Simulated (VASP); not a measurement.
The system is MoPd.

```
Mo Pd
1.0
     4.91339    0.00000    0.00000
     4.12956    2.66235    0.00000
     4.12956    1.21579    2.36854
Mo Pd
1 1
Cartesian
  0.0000 0.0000 0.0000
  6.5863 1.9391 1.1843
```

```yaml
Program: VASP 6.6.1
Task: relaxation of cell and atoms
Functional: PBEsol
Potentials_or_basis: VASP PAW PBE potentials, release 64 (Mo_sv, Pd)
Cutoff: 600 eV
k_mesh: 9 × 9 × 9
Occupations: fermi-dirac, width 0.1 eV
Spin: no spin polarisation
```

At the start: pressure -10.1 GPa; volume 15.49 Å³/atom.

Problem. How do energy, volume and symmetry change on relaxing?

Solution. Over 4 steps the energy falls by 22.9 meV/atom and the volume is 14.81 Å³/atom (-4.4 %); space group R-3m (No. 166, to 0.1 Å) before and after.

Step by step:
| step | energy change (eV) | largest force (eV/Å) | pressure (GPa) | volume (Å³) |
| --- | --- | --- | --- | --- |
| 1 | 0.0000 | 0.0000 | -10.10 | 30.98 |
| 2 | 0.2026 | 0.0000 | 31.24 | 26.81 |
| 3 | -0.0457 | 0.0000 | -0.37 | 29.65 |
| 4 | -0.0457 | 0.0000 | -0.06 | 29.61 |

Final structure:
```
Mo Pd
1.0
     4.84448    0.00216    0.00132
     4.07281    2.62320    0.00132
     4.07281    1.19908    2.33310
Mo Pd
1 1
Direct
  0.00000 0.00000 0.00000
  0.50000 0.50000 0.50000
```

Caveat: the PAW data sets were made with another functional, which shifts forces and pressure a little.
